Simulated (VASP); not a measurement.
Set up this calculation in VASP 6.6.1, as the native input.

- Task: single point
- Functional: PBEsol
- Potentials or basis: VASP PAW PBE potentials, release 64 (Ga_d, P)
- Cutoff: 520 eV
- k mesh: 9 × 9 × 9
- Occupations: gaussian, width 0.05 eV
- Spin: no spin polarisation
- Dipole correction: no
- Further INCAR settings: ALGO = Normal; EDIFF = 1e-06; NBANDS = 26

The structure of GaP lies in POSCAR:

```
GaP
1.0
    2.0984563895      1.2115443614      6.9452749083
   -2.0984563895      1.2115443614      6.9452749083
    0.0000000000     -2.4230887228      6.9452749083
Ga P
2 2
Direct
    0.4353720000      0.4353720000      0.4353720000
    0.5646280000      0.5646280000      0.5646280000
    0.0573890000      0.0573890000      0.0573890000
    0.9426110000      0.9426110000      0.9426110000
```

This cell differs from its parent crystal: strain +0.080 along x and y, +0.080 along z.

One way to write it, as run:

INCAR

```
PREC = Accurate
ENCUT = 520
EDIFF = 1E-6
ISMEAR = 0
SIGMA = 0.05
LREAL = False
LASPH = True
NELM = 80
ALGO = Normal
ISIF = 2
LWAVE = False
LCHARG = True
GGA = PS
LELF = True
LVHAR = True
NBANDS = 26
```

KPOINTS

```
regular mesh
0
Gamma
  9 9 9
```

Potentials or basis: VASP PAW PBE potentials, release 64 (Ga_d, P).

Launch:

```sh
$ cat potpaw_PBE.64/Ga_d/POTCAR potpaw_PBE.64/P/POTCAR > POTCAR
$ mpirun -np 1 vasp_std > vasp.out
```

It gave:

```
Pressure               : -11.4 GPa
Largest force          : 0.378 eV/Å
Band gap on the k mesh : zero (filled and empty bands touch)
```

Caveat: the cell differs from its parent crystal (strain +0.080 along x and y, +0.080 along z); the cell stands under tension; semilocal functionals underestimate gaps, so a narrow gap can read as zero; the PAW data sets were made with another functional, which shifts forces and pressure a little.

Run time: 8.6 min on 1 thread of Intel(R) Xeon(R) Platinum 8259CL CPU @ 2.50GHz (Skylake/Cascade Lake), with other jobs on the host, peak memory 0.54 GiB.
